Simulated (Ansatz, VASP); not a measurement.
## PPt in VASP and in Ansatz

```
Pt P
1.0
     0.00000    2.61222    2.61222
     2.61222    0.00000    2.61222
     2.61222    2.61222    0.00000
Pt P
1 1
Direct
  0.00000 0.00000 0.00000
  0.25000 0.25000 0.25000
```

Alike in both runs: task single point; functional PBEsol; k mesh 12 × 12 × 12; occupations gaussian, width 0.05 eV; no spin polarisation.

```csv
,VASP,Ansatz
version,VASP 6.6.1,Ansatz 0.2.0
potentials or method,"VASP PAW PBE potentials, release 64 (Pt, P), cutoff 520 eV","scalar-relativistic, plane waves, PAW"
valence electrons in the cell,15,23
```

|  | VASP | Ansatz | Ansatz less VASP |
| --- | --- | --- | --- |
| gap on the k mesh at the Fermi level (eV) | none | none | - |
| pressure (GPa) | 7.5 | 7.5 | -0.03 |

VASP's potentials were made for PBE, not for PBEsol. A gap of «none» marks a metal or a gap that the smearing closes. VASP's potentials hold 15 valence electrons a cell and Ansatz's 23, so a difference there can come from the potentials and not from the codes.

Spin-orbit coupling is off throughout.
